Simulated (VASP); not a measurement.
Write the native input for VASP 6.6.1 that does the following.

| Property | Result |
| --- | --- |
| Task | single point |
| Functional | LDA |
| Potentials or basis | VASP PAW LDA potentials, release 64 (Na_pv, I) |
| Cutoff | 520 eV |
| k mesh | 6 × 6 × 4 |
| Occupations | gaussian, width 0.05 eV |
| Spin | no spin polarisation |
| Dipole correction | no |
| Further INCAR settings | ALGO = Normal; EDIFF = 1e-06; NBANDS = 22 |

The structure of NaI lies in POSCAR:

```
NaI
1.0
    4.6222093067      0.0000000000      0.0000000000
    0.0000000000      4.2697016003      0.0000000000
    0.0000000000      0.0000000000      7.7983840000
Na I
2 2
Direct
    0.2410746680      0.5000000000      0.2830626921
    0.7410746680      0.5000000000      0.7330006921
    0.2500000000      0.0000000000      0.7424270000
    0.7500000000      0.0000000000      0.2575730000
```

This cell differs from its parent crystal: all Na atoms moved +0.075 Å, as atom 1 towards its neighbour atom 2 (Na) at 4.202 Å.

These files were run (other wordings do the same):

INCAR

```
ALGO = Normal ; EDIFF = 1E-6
ENCUT = 520 ; GGA = CA
ISIF = 2 ; ISMEAR = 0
LASPH = True ; LCHARG = True
LELF = True ; LREAL = False
LVHAR = True ; LWAVE = False
NBANDS = 22 ; NELM = 100
PREC = Accurate ; SIGMA = 0.05
```

KPOINTS

```
k-points
0
Gamma
  6 6 4
```

Potentials or basis: VASP PAW LDA potentials, release 64 (Na_pv, I).

The run is started by

```console
$ cat potpaw_LDA.64/Na_pv/POTCAR potpaw_LDA.64/I/POTCAR > POTCAR
$ mpirun -np 1 vasp_std > vasp.out
```

It gave:

```yaml
Pressure: -1.5 GPa
Largest_force: 0.070 eV/Å
Band_gap_on_the_k_mesh: 2.47 eV, indirect (least direct gap 2.69 eV)
```

Caveat: the cell differs from its parent crystal (all Na atoms moved +0.075 Å, as atom 1 towards its neighbour atom 2 (Na) at 4.202 Å); spin-orbit coupling is left out, which moves the levels of the heavy elements.

Wall time 47 s on 1 thread of Intel(R) Xeon(R) 6975P-C (Granite Rapids), with other jobs on the host, peak memory 0.3 GiB.
